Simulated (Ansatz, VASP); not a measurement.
# ZnCu: VASP beside Ansatz

File INCAR:

```
PREC     = Accurate       # precision mode
ENCUT    = 520            # plane-wave cutoff, eV
EDIFF    = 1E-6           # SCF threshold, eV
ISMEAR   = 0              # smearing method
SIGMA    = 0.15           # smearing width, eV
LREAL    = False          # projectors in reciprocal space
LASPH    = True           # aspherical terms in the spheres
NELM     = 80             # most SCF steps
ALGO     = Fast           # electronic algorithm
ISIF     = 2              # what is computed and relaxed
LWAVE    = False          # write WAVECAR
LCHARG   = False          # write CHGCAR
GGA      = PE             # functional
NBANDS   = 18             # bands
```

Contents of KPOINTS:

```
Automatic mesh
0
Gamma
  22 22 14
```

File POSCAR:

```
ZnCu
1.0
    1.4415069880     -2.0549451338      0.0000000000
    1.4415069880      2.0549451338      0.0000000000
    0.0000000000      0.0000000000      4.4123881995
Zn Cu
1 1
Direct
    0.5000000000      0.5000000000      0.5000000000
    0.0000000000      0.0000000000      0.0000000000
```

Input for Ansatz:

```yaml
crystal:
  lattice:
    - [1.441506988, -2.0549451338, 0.0]
    - [1.441506988, 2.0549451338, 0.0]
    - [0.0, 0.0, 4.4123881995]
  atoms:
    - { symbol: Zn, position: [0.5, 0.5, 0.5] }
    - { symbol: Cu, position: [0.0, 0.0, 0.0] }
basis:
  ecutwfc: 420
kpoints:
  mp_grid: { grid: [22, 22, 14] }
hamiltonian:
  xc: pbe
scf:
  occupations: { method: gaussian, width: 0.15 }
output:
  forces: true
  stress: true
  eigenvalues: true
```

Alike in both runs: task single point; functional PBE; k mesh 22 × 22 × 14; occupations gaussian, width 0.15 eV; no spin polarisation.

|  | VASP | Ansatz |
| --- | --- | --- |
| version | VASP 6.6.1 | Ansatz 0.2.0 |
| potentials or method | VASP PAW PBE potentials, release 64 (Zn, Cu), cutoff 520 eV | scalar-relativistic, plane waves, PAW |
| valence electrons in the cell | 23 | 31 |

```csv
,VASP,Ansatz,Ansatz less VASP
gap on the k mesh at the Fermi level (eV),none,none,-
pressure (GPa),1.2,1.0,-0.24
"traceless stress, the component that is largest in VASP (GPa)",-8.84,-8.86,-0.025
```

A gap of «none» marks a metal or a gap that the smearing closes. With one functional, cell and mesh, what is left measures potentials, basis and numerics. VASP's potentials hold 23 valence electrons a cell and Ansatz's 31, so a difference there can come from the potentials and not from the codes.
